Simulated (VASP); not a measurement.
Runs of VASP 6.6.1 on Cu. The structure is that of space group Im-3m (No. 229), or close to it. The cells are those of the table. 

```tsv
task	cell	k mesh for the DOS	occupations for the DOS	gap on the mesh (eV)	pressure (GPa)
single point	a = 1.983 Å, angles 109.5°, 1 atom	-	-	none	(b)
single point	a = 2.499 Å, angles 109.5°, 1 atom	-	-	none	0.6
single point	a = 2.084 Å, angles 109.5°, 1 atom	-	-	none	293.5
single point	a = 2.197 Å, angles 109.5°, 1 atom	-	-	none	(a)
single point	a = 2.394 Å, angles 109.5°, 1 atom	-	-	none	25.0
```

Alike in all rows: level PBE; potentials or basis VASP PAW PBE potentials, release 64 (Cu); no spin polarisation; k mesh 18 × 18 × 18; cutoff (eV) 520; smearing fermi-dirac 0.1 eV.

Task: Fill in the values left out.

Result: (a) 140.6; (b) 537.0.

A gap of «none» marks levels without a gap at the run's occupations.
